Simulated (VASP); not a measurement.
# ZnO (P6_3mc) in VASP: a series of runs

The runs below take ZnO through single point, with r2SCAN.

All numbers are computed with VASP 6.6.1; they aren't measurements. Logs are shortened: lines on timing, memory, paths and dates and some standing lists are left out, and cuts for length are marked.

### Step 1. The cell of the first run

It takes space group P6_3mc (No. 186, hexagonal). Conventional cell: a = 3.193 Å, b = 3.193 Å, c = 5.421 Å, α = 90.00°, β = 90.00°, γ = 120.00°. Zn (site symmetry 3m) has 4 O at 1.98 to 1.99 Å within 2.6 Å. Within 2.6 Å of O (site symmetry 3m) lie 4 Zn at 1.98 to 1.99 Å.

### Step 2. Single point, r2SCAN

Input file POSCAR:

```
ZnO
1.0
    3.1934317512      0.0000000000      0.0000000000
   -1.5967158756      2.7655930218      0.0000000000
    0.0000000000      0.0000000000      5.4208039998
Zn O
2 2
Direct
    0.6666666669      0.3333333331      0.5064848377
    0.3333333331      0.6666666669      0.0064848377
    0.6666666670      0.3333333330      0.8738251623
    0.3333333330      0.6666666670      0.3738251623
```

Input file INCAR.step1:

```
SYSTEM = ZnO
PREC = Accurate ; ENCUT = 520
ISMEAR = 0 ; SIGMA = 0.02
LREAL = .False. ; LASPH = .True.
NELM = 80 ; NBANDS = 26
GGA = PE ; ALGO = Normal
EDIFF = 1E-4 ; LWAVE = .True.
LCHARG = .False.
```

Input file INCAR.step2:

```
SYSTEM = ZnO
PREC = Accurate ; ENCUT = 520
EDIFF = 1E-7 ; ISMEAR = 0
SIGMA = 0.02 ; LREAL = .False.
LASPH = .True. ; NELM = 80
ALGO = Normal ; ISIF = 2
LWAVE = .False. ; LCHARG = .False.
METAGGA = R2SCAN ; LMIXTAU = .True.
NBANDS = 26 ; ISTART = 1
```

Input file KPOINTS:

```
Automatic mesh
0
Gamma
  12 12 6
  0 0 0
```

Potentials or basis: VASP PAW PBE potentials, release 64 (Zn, O).

Started as:

```console
> cat potpaw_PBE.64/Zn/POTCAR potpaw_PBE.64/O/POTCAR > POTCAR
> cp INCAR.step1 INCAR
> mpirun -np 1 vasp_std > vasp.out
> cp INCAR.step2 INCAR
> mpirun -np 1 vasp_std > vasp.out
```

OUTCAR:

```text
SYSTEM = ZnO
   PREC = Accurate
   ENCUT = 520
   EDIFF = 1E-7
   ISMEAR = 0
   LREAL = .False.
   LASPH = .True.
   NELM = 80
   ISIF = 2
   METAGGA = R2SCAN
   ISTART = 1

 ion  position               nearest neighbor table
   1  0.667  0.333  0.506-   4 1.98   4 1.98   4 1.98   3 1.99
   2  0.333  0.667  0.006-   3 1.98   3 1.98   3 1.98   4 1.99
   3  0.667  0.333  0.874-   2 1.98   2 1.98   2 1.98   1 1.99
   4  0.333  0.667  0.374-   1 1.98   1 1.98   1 1.98   2 1.99

  LATTYP: Found a hexagonal cell.
 ALAT       =     3.1934317512
 C/A-ratio  =     1.6974854708

  Lattice vectors:

 A1 = (   3.1934317512,   0.0000000000,   0.0000000000)
 A2 = (  -1.5967158756,   2.7655930218,   0.0000000000)
 A3 = (   0.0000000000,   0.0000000000,   5.4208039998)

Analysis of symmetry for initial positions (statically):
=====================================================================
 Subroutine PRICEL returns:
 Original cell was already a primitive cell.

 Routine SETGRP: Setting up the symmetry group for a
 hexagonal supercell.

 Subroutine GETGRP returns: Found 12 space group operations
 (whereof  6 operations were pure point group operations)
 out of a pool of 24 trial point group operations.

The static configuration has the point symmetry C_3v.
 The point group associated with its full space group is C_6v.

Analysis of symmetry for dynamics (positions and initial velocities):
=====================================================================
 Subroutine PRICEL returns:
 Original cell was already a primitive cell.

 Routine SETGRP: Setting up the symmetry group for a
 hexagonal supercell.

 Subroutine GETGRP returns: Found 12 space group operations
 (whereof  6 operations were pure point group operations)
 out of a pool of 24 trial point group operations.

The dynamic configuration has the point symmetry C_3v.
 The point group associated with its full space group is C_6v.

 Subroutine INISYM returns: Found 12 space group operations
 (whereof  6 operations are pure point group operations),
 and found     1 'primitive' translations

----------------------------------------------------------------------------------------

                                     Primitive cell

  volume of cell :      47.8751

  direct lattice vectors                    reciprocal lattice vectors
     3.193431751  0.000000000  0.000000000     0.313142750  0.180793051  0.000000000
    -1.596715876  2.765593022  0.000000000     0.000000000  0.361586102  0.000000000
[... 86 lines left out ...]
   LASPH  =      T    aspherical Exc in radial PAW
   ENCUT  =  520.0 eV  38.22 Ry    6.18 a.u.   5.94  5.94 10.08*2*pi/ulx,y,z
   NELM   =     80;   NELMIN=  2; NELMDL=  0     # of ELM steps
   EDIFF  = 0.1E-06   stopping-criterion for ELM
   LREAL  =      F    real-space projection
   EDIFFG = 0.1E-05   stopping-criterion for IOM
   NSW    =      0    number of steps for IOM
   IBRION =     -1    ionic relax: 0-MD 1-quasi-New 2-CG
   NFREE  =      0    steps in history (QN), initial steepest desc. (CG)
   ISIF   =      2    stress and relaxation
   ISYM   =      2    0-nonsym 1-usesym 2-fastsym
   POTIM  = 0.5000    time-step for ionic-motion
   TEBEG  =    0.0;   TEEND  =   0.0 temperature during run
   PSTRESS=    0.0 pullay stress
   NELECT =      36.0000    total number of electrons
   NUPDOWN=      -1.0000    fix difference up-down
   EMIN   =  10.00;   EMAX   =-10.00  energy-range for DOS
   EFERMI =   0.00;   METHOD = LEGACY
   ISMEAR =     0;   SIGMA  =   0.02  broadening in eV -4-tet -1-fermi 0-gaus
   EFERMI_NEDOS =   21; number of points for ismear=-14 and -15
   IALGO  =     38    algorithm
   IMIX   =      4    mixing-type and parameters
     AMIX     =   0.40;   BMIX     =  1.00
     AMIX_MAG =   1.60;   BMIX_MAG =  1.00
  volume/ion in A,a.u.               =      11.97        80.77
  Fermi-wavevector in a.u.,A,eV,Ry     =   1.488695  2.813226 30.153415  2.216213
  Thomas-Fermi vector in A             =   2.601697
   LORBIT       =      0    0 simple, 1 ext, 2 COOP (PROOUT), +10 PAW based schemes
   METAGGA = R2SCAN    functional components
   LHFCALC =     F    Hartree Fock is set to
   AEXX    =    0.0000 exact exchange contribution
   IVDW    =     0    specifies the selected vdW correction
   LEPSILON=     F    determine dielectric tensor
   LRPA    =     F    only Hartree local field effects (RPA)
 non-spin polarized calculation
 Gauss-broadening in eV      SIGMA  =   0.02
  energy-cutoff  :      520.00
  volume of cell :       47.88
 maximum number of plane-waves:      1304
 NGX is ok and might be reduce to    24
   NGX = 11   NGY = 11   NGZ = 21

 number of electron      36.0000000 magnetization

 Free energy of the ion-electron system (eV)
  ---------------------------------------------------
  ext. energy  EPLUGINS =         0.00000000
  ---------------------------------------------------
  free energy    TOTEN  =       -36.28543087 eV

  energy without entropy =      -36.28543087  energy(sigma->0) =      -36.28543087

 E-fermi :   0.9128     XC(G=0): -11.6334

 val. band max:        0.8203593475   @ k =   0.0000   0.0000   0.0000
 cond. band min:       1.9503711579   @ k =   0.0000   0.0000   0.0000
 fundamental gap:      1.1300118103
 Fermi energy:         0.9128451335

 k-point     1 :       0.0000    0.0000    0.0000
  band No.  band energies     occupation
      1     -18.2310      2.00000
      2     -17.6188      2.00000
      3      -5.0769      2.00000
      4      -5.0457      2.00000
      5      -4.9593      2.00000
      6      -4.9593      2.00000
[... 685 lines left out ...]
     25      14.9991      0.00000
     26      15.9070      0.00000

 [... further k-points ...]
[... 5 lines left out ...]
  --------------------------------------------------------------------------------------
  -------------------------------------------------------------------------------------
  Total        0.2840842      0.2840842     -1.6895192      0.0000000      0.0000000      0.0000000
  in kB        9.5070998      9.5070998    -56.5410799      0.0000000      0.0000000      0.0000000
  external PRESSURE =     -12.5089601 kB  Pullay stress =       0.0000000 kB

 VOLUME and BASIS-vectors are now :
 -----------------------------------------------------------------------------
  energy-cutoff  :      520.00
  volume of cell :       47.88
      direct lattice vectors                 reciprocal lattice vectors
     3.193431751  0.000000000  0.000000000     0.313142750  0.180793051  0.000000000
    -1.596715876  2.765593022  0.000000000     0.000000000  0.361586102  0.000000000
     0.000000000  0.000000000  5.420804000     0.000000000  0.000000000  0.184474480

 POSITION                                       TOTAL-FORCE (eV/Angst)
 -----------------------------------------------------------------------------------
      1.59672      0.92186      2.74556         0.000000     -0.000000      0.001214
     -0.00000      1.84373      0.03515        -0.000000     -0.000000      0.001214
      1.59672      0.92186      4.73683         0.000000     -0.000000     -0.001214
     -0.00000      1.84373      2.02643         0.000000      0.000000     -0.001214
 -----------------------------------------------------------------------------------
    total drift:                               -0.000001      0.000001     -0.068605

  FREE ENERGIE OF THE ION-ELECTRON SYSTEM (eV)
  ---------------------------------------------------
  free  energy   TOTEN  =       -36.2854308678 eV

  energy  without entropy=      -36.2854308678  energy(sigma->0) =      -36.28543087
```

OUTCAR.step1:

```text
SYSTEM = ZnO
   PREC = Accurate
   ENCUT = 520
   ISMEAR = 0
   LREAL = .False.
   LASPH = .True.
   NELM = 80
[... 927 lines left out ...]
     -0.00000      1.84373      0.03515         0.000000     -0.000000      0.037839
      1.59672      0.92186      4.73683         0.000000     -0.000000     -0.037839
     -0.00000      1.84373      2.02643         0.000000     -0.000000     -0.037839
 -----------------------------------------------------------------------------------
    total drift:                               -0.000001      0.000001     -0.001387

  FREE ENERGIE OF THE ION-ELECTRON SYSTEM (eV)
  ---------------------------------------------------
  free  energy   TOTEN  =       -17.8058239860 eV

  energy  without entropy=      -17.8058239860  energy(sigma->0) =      -17.80582399
```

It took 5.7 min on 1 thread of AMD EPYC 7R43 (Zen 3), shared host; peak memory 0.18 GiB.

What came out:

```yaml
Free_energy: -36.2854 eV
Pressure: -1.3 GPa
Band_gap_on_the_k_mesh: 1.13 eV, direct
```

Caveat: the PAW data sets were made with another functional, which shifts forces and pressure a little.

### Step 3. Single point, r2SCAN (uniaxial strain along c: +4.0 %)

Input file POSCAR:

```
ZnO
1.0
    3.2025205231      0.0000000000      0.0000000000
   -1.6012602616      2.7734641292      0.0000000000
    0.0000000000      0.0000000000      5.4208039998
Zn O
2 2
Direct
    0.6666666667      0.3333333333      0.5036314936
    0.3333333333      0.6666666667      0.0036314936
    0.6666666672      0.3333333328      0.8766785064
    0.3333333328      0.6666666672      0.3766785064
```

Input file INCAR.step1:

```
SYSTEM = ZnO
PREC     = Accurate       ! precision mode
ENCUT    = 520            ! plane-wave cutoff, eV
ISMEAR   = 0              ! smearing method
SIGMA    = 0.02           ! smearing width, eV
LREAL    = .False.        ! projectors in reciprocal space
LASPH    = .True.         ! aspherical terms in the spheres
NELM     = 100            ! most SCF steps
NBANDS   = 26             ! bands
GGA      = PE             ! functional
ALGO     = Normal         ! electronic algorithm
EDIFF    = 1E-4           ! SCF threshold, eV
LWAVE    = .True.         ! write WAVECAR
LCHARG   = .False.        ! write CHGCAR
```

Input file INCAR.step2:

```
SYSTEM = ZnO
PREC     = Accurate       ! precision mode
ENCUT    = 520            ! plane-wave cutoff, eV
EDIFF    = 1E-7           ! SCF threshold, eV
ISMEAR   = 0              ! smearing method
SIGMA    = 0.02           ! smearing width, eV
LREAL    = .False.        ! projectors in reciprocal space
LASPH    = .True.         ! aspherical terms in the spheres
NELM     = 100            ! most SCF steps
ALGO     = Normal         ! electronic algorithm
ISIF     = 2              ! what is computed and relaxed
LWAVE    = .False.        ! write WAVECAR
LCHARG   = .False.        ! write CHGCAR
METAGGA  = R2SCAN         ! meta-GGA
LMIXTAU  = .True.       
NBANDS   = 26             ! bands
ISTART   = 1
```

KPOINTS is that of step 2.

Potentials or basis: VASP PAW PBE potentials, release 64 (Zn, O).

Started as:

```console
> cat potpaw_PBE.64/Zn/POTCAR potpaw_PBE.64/O/POTCAR > POTCAR
> cp INCAR.step1 INCAR
> mpirun -np 1 vasp_std > vasp.out
> cp INCAR.step2 INCAR
> mpirun -np 1 vasp_std > vasp.out
```

OUTCAR:

```text
SYSTEM = ZnO
   PREC = Accurate
   ENCUT = 520
   EDIFF = 1E-7
   ISMEAR = 0
   LREAL = .False.
   LASPH = .True.
   NELM = 100
   ISIF = 2
   METAGGA = R2SCAN
   ISTART = 1

 ion  position               nearest neighbor table
   1  0.667  0.333  0.504-   4 1.97   4 1.97   4 1.97   3 2.02
   2  0.333  0.667  0.004-   3 1.97   3 1.97   3 1.97   4 2.02
   3  0.667  0.333  0.877-   2 1.97   2 1.97   2 1.97   1 2.02
   4  0.333  0.667  0.377-   1 1.97   1 1.97   1 1.97   2 2.02

  LATTYP: Found a hexagonal cell.
 ALAT       =     3.2025205231
 C/A-ratio  =     1.6926679972

  Lattice vectors:

 A1 = (   3.2025205231,   0.0000000000,   0.0000000000)
 A2 = (  -1.6012602616,   2.7734641292,   0.0000000000)
 A3 = (   0.0000000000,   0.0000000000,   5.4208039998)

Analysis of symmetry for initial positions (statically):
=====================================================================
 Subroutine PRICEL returns:
 Original cell was already a primitive cell.

 Routine SETGRP: Setting up the symmetry group for a
 hexagonal supercell.

 Subroutine GETGRP returns: Found 12 space group operations
[... 166 lines left out ...]
  ext. energy  EPLUGINS =         0.00000000
  ---------------------------------------------------
  free energy    TOTEN  =       -36.28122297 eV

  energy without entropy =      -36.28122297  energy(sigma->0) =      -36.28122297

 E-fermi :   0.9543     XC(G=0): -11.5983

 val. band max:        0.7813947389   @ k =   0.0000   0.0000   0.0000
 cond. band min:       1.9012298514   @ k =   0.0000   0.0000   0.0000
 fundamental gap:      1.1198351125
 Fermi energy:         0.9542914984

 k-point     1 :       0.0000    0.0000    0.0000
  band No.  band energies     occupation
      1     -18.2434      2.00000
      2     -17.6415      2.00000
      3      -5.0434      2.00000
      4      -5.0152      2.00000
      5      -5.0152      2.00000
      6      -5.0110      2.00000
[... 685 lines left out ...]
     25      15.0134      0.00000
     26      15.8332      0.00000

 [... further k-points ...]
[... 5 lines left out ...]
  --------------------------------------------------------------------------------------
  -------------------------------------------------------------------------------------
  Total        0.2961773      0.2961773     -2.1644389     -0.0000000     -0.0000000      0.0000000
  in kB        9.8556239      9.8556239    -72.0240808     -0.0000000     -0.0000000      0.0000000
  external PRESSURE =     -17.4376110 kB  Pullay stress =       0.0000000 kB

 VOLUME and BASIS-vectors are now :
 -----------------------------------------------------------------------------
  energy-cutoff  :      520.00
  volume of cell :       48.15
      direct lattice vectors                 reciprocal lattice vectors
     3.202520523  0.000000000  0.000000000     0.312254049  0.180279959  0.000000000
    -1.601260262  2.773464129  0.000000000     0.000000000  0.360559918  0.000000000
     0.000000000  0.000000000  5.420804000     0.000000000  0.000000000  0.184474480

 POSITION                                       TOTAL-FORCE (eV/Angst)
 -----------------------------------------------------------------------------------
      1.60126      0.92449      2.73009        -0.000000      0.000000      0.177059
     -0.00000      1.84898      0.01969         0.000000     -0.000000      0.177059
      1.60126      0.92449      4.75230         0.000000     -0.000000     -0.177059
     -0.00000      1.84898      2.04190        -0.000000      0.000000     -0.177059
 -----------------------------------------------------------------------------------
    total drift:                                0.000000      0.000001      0.004461

  FREE ENERGIE OF THE ION-ELECTRON SYSTEM (eV)
  ---------------------------------------------------
  free  energy   TOTEN  =       -36.2812229656 eV

  energy  without entropy=      -36.2812229656  energy(sigma->0) =      -36.28122297
```

Wall time 7.5 min (1 thread of AMD EPYC 7R43 (Zen 3), shared host); peak memory 0.18 GiB.

What came out:

```yaml
Free_energy: -36.2812 eV
Pressure: -1.7 GPa
Largest_force: 0.177 eV/Å
Band_gap_on_the_k_mesh: 1.12 eV, direct
```

Forces in eV/Å, atoms in the order of the input:
```
Zn   0.000  0.000  0.177
Zn   0.000  0.000  0.177
O    0.000  0.000 -0.177
O    0.000  0.000 -0.177
```

Stress tensor (GPa, compression positive):
```
 0.99  0.00  0.00
 0.00  0.99  0.00
 0.00  0.00 -7.20
```

Levels at points of the mesh, in eV from the valence-band top:
```tsv
k point	band 15	band 16	band 17	band 18	band 19	band 20	band 21	band 22
(0.00, 0.00, 0.00)	-0.73	-0.18	0.00	0.00	1.12	5.96	8.31	13.86
(0.50, 0.00, 0.00)	-2.86	-2.15	-1.40	-0.83	6.35	7.36	7.67	9.41
(0.00, 0.00, 0.50)	-0.36	-0.36	-0.36	-0.36	3.80	3.80	10.41	10.41
(0.50, 0.00, 0.50)	-1.57	-1.57	-1.46	-1.46	6.09	6.09	9.06	9.06
```

Caveat: the cell differs from its parent crystal (uniaxial strain along c: +4.0 %); the PAW data sets were made with another functional, which shifts forces and pressure a little.

### Step 4. Single point, r2SCAN (strain along c alone, the other axes held: +6.0 %, then relaxed in part)

Input file POSCAR:

```
ZnO
1.0
    3.2348692153      0.0000000000      0.0000000000
   -1.6174346076      2.8014789184      0.0000000000
    0.0000000000      0.0000000000      5.5250502305
Zn O
2 2
Direct
    0.6666666667      0.3333333333      0.5062357617
    0.3333333333      0.6666666667      0.0062357617
    0.6666666667      0.3333333333      0.8740742383
    0.3333333333      0.6666666667      0.3740742383
```

Input file INCAR.step1:

```
PREC = Accurate
ENCUT = 520
ISMEAR = 0
SIGMA = 0.02
LREAL = F
LASPH = T
NELM = 100
NBANDS = 26
GGA = PE
ALGO = Normal
EDIFF = 1E-4
LWAVE = T
LCHARG = F
```

Input file INCAR.step2:

```
PREC = Accurate
ENCUT = 520
EDIFF = 1E-6
ISMEAR = 0
SIGMA = 0.02
LREAL = F
LASPH = T
NELM = 100
ALGO = Normal
ISIF = 2
LWAVE = F
LCHARG = F
METAGGA = R2SCAN
LMIXTAU = T
NBANDS = 26
ISTART = 1
```

Input file KPOINTS:

```
Automatic mesh
0
Gamma
  12 12 6
```

Started as:

```console
> cat potpaw_PBE.64/Zn/POTCAR potpaw_PBE.64/O/POTCAR > POTCAR
> cp INCAR.step1 INCAR
> mpirun -np 1 vasp_std > vasp.out
> cp INCAR.step2 INCAR
> mpirun -np 1 vasp_std > vasp.out
```

Run time: 6.3 min. Hardware: 1 thread of Intel Xeon 8259CL, shared host; peak memory 0.23 GiB.

Results (log left out):

* Free energy: -36.2171 eV
* Pressure: -7.0 GPa
* Largest force: 0.029 eV/Å
* Band gap on the k mesh: 1.04 eV, direct

Forces on the atoms (eV/Å):
```
Zn   0.000  0.000  0.029
Zn   0.000  0.000  0.029
O    0.000  0.000 -0.029
O    0.000  0.000 -0.029
```

Stress tensor (GPa, compression positive):
```
 -4.42   0.00   0.00
  0.00  -4.42   0.00
  0.00   0.00 -12.26
```

Levels at points of the mesh, in eV from the valence-band top:
```
           k point  band 16  band 17  band 18  band 19  band 20  band 21
(0.00, 0.00, 0.00)    -0.17     0.00     0.00     1.04     5.85     8.12
(0.50, 0.00, 0.00)    -2.01    -1.37    -0.73     6.17     7.28     7.52
(0.00, 0.00, 0.50)    -0.35    -0.35    -0.35     3.69     3.69    10.24
(0.50, 0.00, 0.50)    -1.53    -1.34    -1.34     5.98     5.98     8.82
```

Caveat: the cell differs from its parent crystal (strain along c alone, the other axes held: +6.0 %, then relaxed in part); the PAW data sets were made with another functional, which shifts forces and pressure a little.

(Part 1 of 2 ends here.)
